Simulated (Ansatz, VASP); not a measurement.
# One calculation of Al2Pt, two programs

The input INCAR:

```
  PREC = Accurate
  ENCUT = 520
  EDIFF = 1E-6
  ISMEAR = 0
  SIGMA = 0.1
  LREAL = F
  LASPH = T
  NELM = 100
  ALGO = Fast
  ISIF = 2
  LWAVE = F
  LCHARG = F
  GGA = PE
  NBANDS = 15
```

The input KPOINTS:

```
regular mesh
0
Gamma
  12 12 12
```

File POSCAR:

```
Al2Pt
1.0
    0.0000000000      3.0315170198      3.0315170198
    3.0315170198      0.0000000000      3.0315170198
    3.0315170198      3.0315170198      0.0000000000
Al Pt
2 1
Direct
    0.2500000000      0.2500000000      0.2500000000
    0.7500000000      0.7500000000      0.7500000000
    0.0000000000      0.0000000000      0.0000000000
```

Input for Ansatz:

```yaml
crystal:
  lattice:
    - [0.0, 3.0315170198, 3.0315170198]
    - [3.0315170198, 0.0, 3.0315170198]
    - [3.0315170198, 3.0315170198, 0.0]
  atoms:
    - { symbol: Al, position: [0.25, 0.25, 0.25] }
    - { symbol: Al, position: [0.75, 0.75, 0.75] }
    - { symbol: Pt, position: [0.0, 0.0, 0.0] }
basis:
  ecutwfc: 420
kpoints:
  mp_grid: { grid: [12, 12, 12] }
hamiltonian:
  xc: pbe
scf:
  occupations: { method: gaussian, width: 0.1 }
output:
  forces: true
  stress: true
  eigenvalues: true
```

Alike in both runs: task single point; functional PBE; k mesh 12 × 12 × 12; occupations gaussian, width 0.1 eV; no spin polarisation.

|  | VASP | Ansatz |
| --- | --- | --- |
| version | VASP 6.6.1 | Ansatz 0.2.0 |
| potentials or method | VASP PAW PBE potentials, release 64 (Al, Pt), cutoff 520 eV | scalar-relativistic, plane waves, PAW |
| valence electrons in the cell | 16 | 24 |

VASP gave:

| Property | Result |
| --- | --- |
| gap on the k mesh at the Fermi level (eV) | none |
| pressure (GPa) | -6.8 |

Task: Which values does Ansatz return?

Result: gap on the k mesh at the Fermi level (eV): none; pressure (GPa): -6.6.

A gap of «none» marks a metal or a gap that the smearing closes. VASP's potentials hold 16 valence electrons a cell and Ansatz's 24, so a difference there can come from the potentials and not from the codes.

Spin-orbit coupling is off throughout.
